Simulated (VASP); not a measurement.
**AlB2P3: single point with PBE**

AlB2P3:

```
Al B P
1.0
     5.94753    0.00000    0.00000
    -2.97377    5.15071    0.00000
     0.00000    0.00000    5.72641
Al B P
2 4 6
Direct
  0.66667 0.33333 0.00392
  0.33333 0.66667 0.00392
  0.00000 0.00000 0.99481
  0.32209 0.00000 0.50299
  0.00000 0.32209 0.50299
  0.67791 0.67791 0.50299
  0.00000 0.00000 0.36061
  0.66667 0.33333 0.41091
  0.33333 0.66667 0.41091
  0.29492 0.00000 0.85198
  0.00000 0.29492 0.85198
  0.70508 0.70508 0.85198
```

| Item | Value |
| --- | --- |
| Program | VASP 6.6.1 |
| Task | single point |
| Functional | PBE |
| Potentials or basis | VASP PAW PBE potentials, release 64 (Al, B, P) |
| Cutoff | 520 eV |
| k mesh | 3 × 3 × 4 |
| Occupations | gaussian, width 0.1 eV |
| Spin | no spin polarisation |
| Dipole correction | no |
| Further INCAR settings | ALGO = Normal; EDIFF = 1e-06; NBANDS = 36 |

```json
{
  "Pressure": "-0.1 GPa",
  "Largest force": "0.041 eV/Å",
  "Band gap on the k mesh": "0.97 eV, indirect (least direct gap 1.09 eV)"
}
```

Forces in eV/Å, atoms in the order of the input:
```
Al   0.000  0.000  0.003
Al   0.000  0.000  0.003
B    0.000  0.000 -0.041
B    0.003  0.000  0.009
B   -0.002  0.003  0.009
B   -0.002 -0.003  0.009
P    0.000  0.000  0.021
P    0.000  0.000 -0.005
P    0.000  0.000 -0.005
P   -0.005  0.000  0.000
P    0.003 -0.005  0.000
P    0.003  0.005  0.000
```

Levels at points of the mesh, in eV from the valence-band top:
| k point | band 20 | band 21 | band 22 | band 23 | band 24 | band 25 | band 26 | band 27 | band 28 | band 29 |
| --- | --- | --- | --- | --- | --- | --- | --- | --- | --- | --- |
| (0.00, 0.00, 0.00) | -2.12 | -2.12 | -0.73 | 0.00 | 0.00 | 1.09 | 1.09 | 1.77 | 2.62 | 2.62 |
| (0.00, 0.00, 0.50) | -1.90 | -1.90 | -1.46 | -0.52 | -0.52 | 1.88 | 2.11 | 2.44 | 2.44 | 3.24 |

Wall time 76 s on 1 thread of Intel(R) Xeon(R) Platinum 8259CL CPU @ 2.50GHz (Skylake/Cascade Lake) (shared host), peak memory 0.33 GiB.

A k mesh can miss the band edges. A hybrid or GW would open this gap; PBE tends to underestimate it.
